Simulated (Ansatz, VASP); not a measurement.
## Two plane-wave programs on Yb

```
CELL_PARAMETERS angstrom
-2.02458 2.02458 2.02458
2.02458 -2.02458 2.02458
2.02458 2.02458 -2.02458
ATOMIC_POSITIONS crystal
Yb 0.00000 0.00000 0.00000
```

Change from the starting cell: volume scaled by 0.96, PAW files.

Alike in both runs: task electric field gradients; functional PBE; k mesh 15 × 15 × 15; occupations fermi-dirac, width 0.05 eV; no spin polarisation.

```csv
,VASP,Ansatz
version,VASP 6.6.1,Ansatz 0.2.0
potentials or method,"VASP PAW PBE potentials, release 64 (Yb)","PAW with Ansatz's default frozen-core files, scalar-relativistic"
plane-wave cutoff (eV),520,420
valence electrons in the cell,24,24
```

|  | VASP | Ansatz | Ansatz less VASP |
| --- | --- | --- | --- |
| pressure (GPa) | 0.6 | 0.9 | +0.28 |

With one functional, cell and mesh, what is left measures potentials, basis and numerics.

Spin-orbit coupling is off throughout.
